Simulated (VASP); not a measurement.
The system is B4Ru.

```
CELL_PARAMETERS angstrom
3.13291 0.00000 0.00000
0.00000 3.13291 0.00000
0.00000 0.00000 5.05547
ATOMIC_POSITIONS crystal
B 0.50000 0.50000 0.25866
B 0.50000 0.50000 0.74134
B 0.00000 0.00000 0.00000
B 0.50000 0.50000 0.50000
Ru 0.50000 0.50000 0.00000
```

* Program: VASP 6.6.1
* Task: relaxation of cell and atoms
* Functional: PBE
* Potentials or basis: VASP PAW PBE potentials, release 64 (B, Ru_pv)
* Cutoff: 600 eV
* k mesh: 6 × 6 × 4
* Occupations: gaussian, width 0.1 eV
* Spin: no spin polarisation

At the start: pressure 179.0 GPa; volume 9.92 Å³/atom.

Question: How do energy, volume and symmetry change on relaxing?

Answer: Over 41 steps the energy falls by 5099.9 meV/atom and the volume is 12.72 Å³/atom (+28.1 %); space group P4/mmm (No. 123, to 0.05 Å).

Step by step:
| step | energy change (eV) | largest force (eV/Å) | pressure (GPa) | volume (Å³) |
| --- | --- | --- | --- | --- |
| 1 | 0.0000 | 23.6559 | 179.01 | 49.62 |
| 3 | 142.3749 | 358.1811 | 376.95 | 53.13 |
| 5 | 135.4682 | 338.6499 | 391.10 | 50.63 |
| 7 | 133.7093 | 333.1966 | 396.93 | 49.87 |
| 9 | 133.2941 | 331.8622 | 398.52 | 49.68 |
| 11 | 133.1919 | 331.5270 | 398.92 | 49.64 |
| 13 | 133.1664 | 331.4443 | 399.01 | 49.62 |
| 15 | 133.1601 | 331.4285 | 399.11 | 49.62 |
| 17 | 133.1585 | 331.4191 | 399.05 | 49.62 |
| 19 | 133.1581 | 331.4173 | 399.05 | 49.62 |
| 21 | -6.3937 | 36.9879 | 111.75 | 54.27 |
| 23 | -16.5566 | 5.3887 | 64.99 | 56.76 |
| 25 | -17.8480 | 6.9044 | 55.42 | 57.93 |
| 27 | -24.4339 | 1.0754 | 6.42 | 66.31 |
| 29 | -25.0513 | 0.9139 | -13.23 | 72.41 |
| 31 | -25.1244 | 0.7599 | -9.26 | 70.80 |
| 33 | -25.3685 | 0.1933 | -6.90 | 68.04 |
| 35 | -25.4794 | 0.5030 | -3.08 | 64.78 |
| 37 | -25.4993 | 0.1114 | 0.06 | 63.60 |
| 39 | -25.4993 | 0.0922 | 0.19 | 63.55 |
| 41 | -25.4997 | 0.0164 | 0.05 | 63.58 |

Final structure:
```xyz
5
Lattice="2.9421 0.0000 0.0000 0.0000 2.9421 0.0000 0.0000 0.0000 7.3446" Properties=species:S:1:pos:R:3 pbc="T T T"
B     1.4711    1.4711    2.0735
B     1.4711    1.4711    5.2712
B     0.0000    0.0000    0.0000
B     1.4711    1.4711    3.6723
Ru    1.4711    1.4711    0.0000
```

Caveat: the volume moved by over 15 % at a fixed basis, so the end points are rough.
